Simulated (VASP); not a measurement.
## Si: vibrations by perturbation theory with LDA

Si:

```
CELL_PARAMETERS angstrom
0.00000 2.70097 2.71448
2.70097 0.00000 2.71448
2.70097 2.70097 0.00000
ATOMIC_POSITIONS crystal
Si 0.00000 0.00000 0.00000
Si 0.25000 0.25000 0.25000
```

| Property | Result |
| --- | --- |
| Program | VASP 6.6.1 |
| Task | vibrations by perturbation theory |
| Functional | LDA |
| Potentials or basis | VASP PAW LDA potentials, release 64 (Si) |
| Cutoff | 520 eV |
| k mesh | 10 × 10 × 10 |
| Occupations | gaussian, width 0.01 eV |
| Spin | no spin polarisation |
| Dipole correction | no |
| Further INCAR settings | ALGO = Normal; EDIFF = 1e-08; NBANDS = 11; IBRION = 8; NSW = 1 |

The electronic dielectric tensor (diagonal) is 13.72, 13.72, 13.80. The born charges (mean of the diagonal) is Si +0.00 e and the highest phonon frequency at Γ is 511 cm⁻¹.

Phonon frequencies in cm⁻¹ (negative: imaginary):
| q point | frequencies |
| --- | --- |
| (0.000, 0.000, 0.000) | 0 0 0 510 510 511 |

Electronic dielectric tensor:
```
13.72  0.00  0.00
 0.00 13.72  0.00
 0.00  0.00 13.80
```

Born effective charge tensors (e):
atom 1, Si
```
0.00 0.00 0.00
0.00 0.00 0.00
0.00 0.00 0.00
```
atom 2, Si
```
0.00 0.00 0.00
0.00 0.00 0.00
0.00 0.00 0.00
```

Wall time 5.7 min on 1 thread of Intel(R) Xeon(R) Platinum 8488C (Sapphire Rapids) (shared host), peak memory 0.35 GiB.
